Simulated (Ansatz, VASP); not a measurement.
## Two plane-wave programs on Ba

```
CELL_PARAMETERS angstrom
-2.30000 2.30000 2.40000
2.30000 -2.30000 2.40000
2.30000 2.30000 -2.40000
ATOMIC_POSITIONS crystal
Ba 0.00000 0.00000 0.00000
```

Change from the starting cell: strain -0.080 along x and y, -0.040 along z, atoms carried along.

Alike in both runs: task single point; functional PBE; k mesh 14 × 14 × 14; occupations gaussian, width 0.15 eV; no spin polarisation.

|  | VASP | Ansatz |
| --- | --- | --- |
| version | VASP 6.6.1 | Ansatz 0.2.0 |
| potentials or method | VASP PAW PBE potentials, release 64 (Ba_sv), cutoff 520 eV | scalar-relativistic, plane waves, PAW |
| valence electrons in the cell | 10 | 10 |

|  | VASP | Ansatz | Ansatz less VASP |
| --- | --- | --- | --- |
| gap on the k mesh at the Fermi level (eV) | none | none | - |
| pressure (GPa) | 2.8 | 2.6 | -0.16 |
| traceless stress, the component that is largest in VASP (GPa) | -0.18 | -0.18 | +0.006 |

A gap of «none» marks a metal or a gap that the smearing closes.

Neither program's run includes spin-orbit coupling.
